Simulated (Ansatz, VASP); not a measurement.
**One calculation of AlBP2, two programs**

```
B P Al
1.0
     3.53365    0.00000    0.00000
     0.00000    3.53365    0.00000
     0.00000    0.00000    5.29098
B P Al
1 2 1
Cartesian
  0.0000 0.0000 0.0000
  0.0000 1.7668 1.0994
  1.7668 0.0000 4.1916
  1.7668 1.7668 2.6455
```

Alike in both runs: task single point; functional PBE; k mesh 6 × 6 × 4; no spin polarisation.

|  | VASP | Ansatz |
| --- | --- | --- |
| version | VASP 6.6.1 | Ansatz 0.2.0 |
| potentials or method | VASP PAW PBE potentials, release 64 (B, P, Al) | plane waves, PAW |
| plane-wave cutoff (eV) | 520 | 420 |
| occupations | gaussian, width 0.01 eV | fixed |
| valence electrons in the cell | 16 | 16 |

```csv
,VASP,Ansatz,Ansatz less VASP
gap on the k mesh at the Fermi level (eV),0.83,0.83,+0.002
pressure (GPa),-3.2,-3.1,+0.13
rms of the force components (eV/Å),0.025,0.024,-0.0007
```
